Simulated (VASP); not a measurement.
# Pt (Pm-3m) in VASP: further runs, part 2 of 2

VASP 6.6.1.

### Step 3. Single point, r2SCAN (16.95 Å³/atom)

This run uses another cell than the first one, of 16.95 Å³/atom.

POSCAR

```
Pt
1.0
    2.5689545739      0.0000000000      0.0000000000
    0.0000000000      2.5689545739      0.0000000000
    0.0000000000      0.0000000000      2.5689545739
Pt
1
Direct
    0.0000000000      0.0000000000      0.0000000000
```

INCAR.step1

```
PREC     = Accurate       # precision mode
ENCUT    = 550            # plane-wave cutoff, eV
ISMEAR   = -1             # smearing method
SIGMA    = 0.1            # smearing width, eV
LREAL    = F              # projectors in reciprocal space
LASPH    = T              # aspherical terms in the spheres
NELM     = 120            # most SCF steps
NBANDS   = 11             # bands
GGA      = PE             # functional
ALGO     = Normal         # electronic algorithm
EDIFF    = 1E-5           # SCF threshold, eV
LWAVE    = T              # write WAVECAR
LCHARG   = F              # write CHGCAR
GGA_COMPAT= F
```

INCAR.step2

```
PREC     = Accurate       # precision mode
ENCUT    = 550            # plane-wave cutoff, eV
EDIFF    = 1E-6           # SCF threshold, eV
ISMEAR   = -1             # smearing method
SIGMA    = 0.1            # smearing width, eV
LREAL    = F              # projectors in reciprocal space
LASPH    = T              # aspherical terms in the spheres
NELM     = 120            # most SCF steps
ALGO     = Normal         # electronic algorithm
ISIF     = 2              # what is computed and relaxed
LWAVE    = F              # write WAVECAR
LCHARG   = F              # write CHGCAR
METAGGA  = R2SCAN         # meta-GGA
LMIXTAU  = T            
NBANDS   = 11             # bands
ISTART   = 1            
GGA_COMPAT= F
```

KPOINTS

```
Automatic mesh
0
Gamma
  14 14 14
```

Potentials or basis: VASP PAW PBE potentials, release 64 (Pt).

Launch:

```bash
$ cat potpaw_PBE.64/Pt/POTCAR > POTCAR
$ cp INCAR.step1 INCAR
$ mpirun -np 1 vasp_std > vasp.out
$ cp INCAR.step2 INCAR
$ mpirun -np 1 vasp_std > vasp.out
```

Run time: 64 s. Hardware: 1 thread of Intel Xeon 8259CL, shared host; peak memory 0.15 GiB.

Results (log left out):

```
Free energy            : -51.0578 eV
Pressure               : 10.1 GPa
Band gap on the k mesh : zero (bands 5 and 6 overlap by 3.69 eV)
```

Levels at points of the mesh, in eV from the Fermi level:
| k point | band 1 | band 2 | band 3 | band 4 | band 5 | band 6 | band 7 | band 8 | band 9 | band 10 |
| --- | --- | --- | --- | --- | --- | --- | --- | --- | --- | --- |
| (0.00, 0.00, 0.00) | -9.14 | -6.38 | -6.38 | 0.31 | 0.31 | 0.31 | 16.27 | 16.27 | 16.27 | 22.76 |
| (0.50, 0.00, 0.00) | -6.41 | -5.73 | -2.15 | -2.15 | -0.52 | 0.55 | 5.10 | 17.47 | 20.89 | 22.57 |
| (0.50, 0.50, 0.00) | -6.58 | -5.17 | -1.70 | -1.70 | 2.26 | 4.84 | 4.84 | 10.76 | 14.61 | 22.81 |
| (0.50, 0.50, 0.50) | -5.49 | -5.49 | -5.49 | 2.43 | 2.43 | 10.55 | 10.90 | 10.90 | 10.90 | 18.70 |

Caveat: the cell stands under pressure; the PAW data sets were made with another functional, which shifts forces and pressure a little; spin-orbit coupling is left out, which moves the levels of the heavy elements.

### Step 4. Single point, r2SCAN (17.66 Å³/atom)

This run uses another cell than the first one, of 17.66 Å³/atom.

POSCAR

```
Pt
1.0
    2.6041501060      0.0000000000      0.0000000000
    0.0000000000      2.6041501060      0.0000000000
    0.0000000000      0.0000000000      2.6041501060
Pt
1
Direct
    0.0000000000      0.0000000000      0.0000000000
```

INCAR.step1

```
SYSTEM = Pt
  PREC = Accurate
  ENCUT = 550
  ISMEAR = -1
  SIGMA = 0.1
  LREAL = .False.
  LASPH = .True.
  NELM = 120
  NBANDS = 11
  GGA = PE
  ALGO = Normal
  EDIFF = 1E-5
  LWAVE = .True.
  LCHARG = .False.
  GGA_COMPAT = .False.
```

INCAR.step2

```
SYSTEM = Pt
  PREC = Accurate
  ENCUT = 550
  EDIFF = 1E-6
  ISMEAR = -1
  SIGMA = 0.1
  LREAL = .False.
  LASPH = .True.
  NELM = 120
  ALGO = Normal
  ISIF = 2
  LWAVE = .False.
  LCHARG = .False.
  METAGGA = R2SCAN
  LMIXTAU = .True.
  NBANDS = 11
  ISTART = 1
  GGA_COMPAT = .False.
```

KPOINTS

```
regular mesh
0
Gamma
  14 14 14
  0 0 0
```

Launch:

```bash
$ cat potpaw_PBE.64/Pt/POTCAR > POTCAR
$ cp INCAR.step1 INCAR
$ mpirun -np 1 vasp_std > vasp.out
$ cp INCAR.step2 INCAR
$ mpirun -np 1 vasp_std > vasp.out
```

Run time: 66 s. Hardware: 1 thread of Intel Xeon 8259CL, shared host; peak memory 0.15 GiB.

It converged, with:

```
Free energy            : -51.0810 eV
Pressure               : 0.7 GPa
Band gap on the k mesh : zero (bands 5 and 6 overlap by 3.45 eV)
```

Levels at points of the mesh, in eV from the Fermi level:
```csv
k point,band 1,band 2,band 3,band 4,band 5,band 6,band 7,band 8,band 9,band 10
"(0.00, 0.00, 0.00)",-8.74,-6.00,-6.00,0.27,0.27,0.27,16.04,16.04,16.04,22.25
"(0.50, 0.00, 0.00)",-6.10,-5.39,-2.02,-2.02,-0.33,0.50,4.82,17.48,20.65,22.15
"(0.50, 0.50, 0.00)",-6.16,-4.89,-1.60,-1.60,2.11,4.82,4.82,10.20,14.30,22.60
"(0.50, 0.50, 0.50)",-5.14,-5.14,-5.14,2.26,2.26,10.60,10.60,10.60,10.69,17.75
```

Caveat: the PAW data sets were made with another functional, which shifts forces and pressure a little; spin-orbit coupling is left out, which moves the levels of the heavy elements.

### Step 5. Single point, r2SCAN (18.37 Å³/atom)

This run uses another cell than the first one, of 18.37 Å³/atom.

POSCAR

```
Pt
1.0
    2.6384191689      0.0000000000      0.0000000000
    0.0000000000      2.6384191689      0.0000000000
    0.0000000000      0.0000000000      2.6384191689
Pt
1
Direct
    0.0000000000      0.0000000000      0.0000000000
```

INCAR.step1

```
SYSTEM = Pt
PREC     = Accurate       ! precision mode
ENCUT    = 550            ! plane-wave cutoff, eV
ISMEAR   = -1             ! smearing method
SIGMA    = 0.1            ! smearing width, eV
LREAL    = .False.        ! projectors in reciprocal space
LASPH    = .True.         ! aspherical terms in the spheres
NELM     = 120            ! most SCF steps
NBANDS   = 11             ! bands
GGA      = PE             ! functional
ALGO     = Normal         ! electronic algorithm
EDIFF    = 1E-5           ! SCF threshold, eV
LWAVE    = .True.         ! write WAVECAR
LCHARG   = .False.        ! write CHGCAR
GGA_COMPAT= .False.
```

INCAR.step2

```
SYSTEM = Pt
PREC     = Accurate       ! precision mode
ENCUT    = 550            ! plane-wave cutoff, eV
EDIFF    = 1E-6           ! SCF threshold, eV
ISMEAR   = -1             ! smearing method
SIGMA    = 0.1            ! smearing width, eV
LREAL    = .False.        ! projectors in reciprocal space
LASPH    = .True.         ! aspherical terms in the spheres
NELM     = 120            ! most SCF steps
ALGO     = Normal         ! electronic algorithm
ISIF     = 2              ! what is computed and relaxed
LWAVE    = .False.        ! write WAVECAR
LCHARG   = .True.         ! write CHGCAR
METAGGA  = R2SCAN         ! meta-GGA
LMIXTAU  = .True.       
LELF     = .True.         ! ELF
LVHAR    = .True.       
NBANDS   = 11             ! bands
ISTART   = 1            
GGA_COMPAT= .False.
```

KPOINTS

```
Automatic mesh
0
Gamma
  14 14 14
  0 0 0
```

Launch:

```bash
$ cat potpaw_PBE.64/Pt/POTCAR > POTCAR
$ cp INCAR.step1 INCAR
$ mpirun -np 1 vasp_std > vasp.out
$ cp INCAR.step2 INCAR
$ mpirun -np 1 vasp_std > vasp.out
```

Run time: 83 s. Hardware: 1 thread of Intel Xeon 8259CL, shared host; peak memory 0.15 GiB.

It converged, with:

```yaml
Free_energy: -51.0674 eV
Pressure: -6.6 GPa
Band_gap_on_the_k_mesh: zero (bands 5 and 6 overlap by 3.23 eV)
```

Levels at points of the mesh, in eV from the Fermi level:
```
           k point  band 2  band 3  band 4  band 5  band 6  band 7  band 8  band 9
(0.00, 0.00, 0.00)   -5.66   -5.66    0.24    0.24    0.24   15.81   15.81   15.81
(0.50, 0.00, 0.00)   -5.09   -1.90   -1.90   -0.16    0.45    4.56   17.47   20.41
(0.50, 0.50, 0.00)   -4.64   -1.51   -1.51    1.97    4.81    4.81    9.70   14.01
(0.50, 0.50, 0.50)   -4.83   -4.83    2.11    2.11   10.33   10.33   10.33   10.80
```

Caveat: the cell stands under tension; the PAW data sets were made with another functional, which shifts forces and pressure a little; spin-orbit coupling is left out, which moves the levels of the heavy elements.

### Step 6. Single point, r2SCAN (19.07 Å³/atom)

This run uses another cell than the first one, of 19.07 Å³/atom.

POSCAR

```
Pt
1.0
    2.6718204257      0.0000000000      0.0000000000
    0.0000000000      2.6718204257      0.0000000000
    0.0000000000      0.0000000000      2.6718204257
Pt
1
Direct
    0.0000000000      0.0000000000      0.0000000000
```

INCAR.step1

```
SYSTEM = Pt
  PREC = Accurate
  ENCUT = 550
  ISMEAR = -1
  SIGMA = 0.1
  LREAL = .FALSE.
  LASPH = .TRUE.
  NELM = 120
  NBANDS = 11
  GGA = PE
  ALGO = Normal
  EDIFF = 1E-5
  LWAVE = .TRUE.
  LCHARG = .FALSE.
  GGA_COMPAT = .FALSE.
```

INCAR.step2

```
SYSTEM = Pt
  PREC = Accurate
  ENCUT = 550
  EDIFF = 1E-6
  ISMEAR = -1
  SIGMA = 0.1
  LREAL = .FALSE.
  LASPH = .TRUE.
  NELM = 120
  ALGO = Normal
  ISIF = 2
  LWAVE = .FALSE.
  LCHARG = .TRUE.
  METAGGA = R2SCAN
  LMIXTAU = .TRUE.
  LELF = .TRUE.
  LVHAR = .TRUE.
  NBANDS = 11
  ISTART = 1
  GGA_COMPAT = .FALSE.
```

KPOINTS

```
regular mesh
0
G
  14 14 14
  0 0 0
```

Potentials or basis: VASP PAW PBE potentials, release 64 (Pt).

Launch:

```bash
$ cat potpaw_PBE.64/Pt/POTCAR > POTCAR
$ cp INCAR.step1 INCAR
$ mpirun -np 1 vasp_std > vasp.out
$ cp INCAR.step2 INCAR
$ mpirun -np 1 vasp_std > vasp.out
```

Wall time 73 s (1 thread of Intel Xeon 8259CL, shared host); peak memory 0.15 GiB.

The run converged. Its results:

```
Free energy            : -51.0255 eV
Pressure               : -12.3 GPa
Band gap on the k mesh : zero (bands 5 and 6 overlap by 3.03 eV)
```

Levels at points of the mesh, in eV from the Fermi level:
```csv
k point,band 1,band 2,band 3,band 4,band 5,band 6,band 7,band 8,band 9,band 10
"(0.00, 0.00, 0.00)",-8.03,-5.35,-5.35,0.21,0.21,0.21,15.58,15.58,15.58,21.31
"(0.50, 0.00, 0.00)",-5.54,-4.81,-1.79,-1.79,0.00,0.40,4.33,17.44,20.17,21.35
"(0.50, 0.50, 0.00)",-5.44,-4.40,-1.43,-1.43,1.84,4.80,4.80,9.23,13.73,22.18
"(0.50, 0.50, 0.50)",-4.54,-4.54,-4.54,1.97,1.97,10.09,10.09,10.09,10.89,16.07
```

Caveat: the cell stands under tension; the PAW data sets were made with another functional, which shifts forces and pressure a little; spin-orbit coupling is left out, which moves the levels of the heavy elements.

### Step 7. Summary

```tsv
cell	gap on the mesh (eV)	pressure (GPa)
a = 2.533 Å, 1 atom	none	22.3
a = 2.569 Å, 1 atom	none	10.1
a = 2.604 Å, 1 atom	none	0.7
a = 2.638 Å, 1 atom	none	-6.6
a = 2.672 Å, 1 atom	none	-12.3
```

Alike in all rows: task single point; level r2SCAN; potentials or basis VASP PAW PBE potentials, release 64 (Pt); no spin polarisation; k mesh 14 × 14 × 14; cutoff (eV) 550; smearing fermi-dirac 0.1 eV.

Caveats: the PAW data sets were made with another functional, which shifts forces and pressure a little; spin-orbit coupling is left out, which moves the levels of the heavy elements; the cell stands under pressure (at least some runs); the cell stands under tension (at least some runs).

Absolute energies hang on the potentials; compare differences alone.
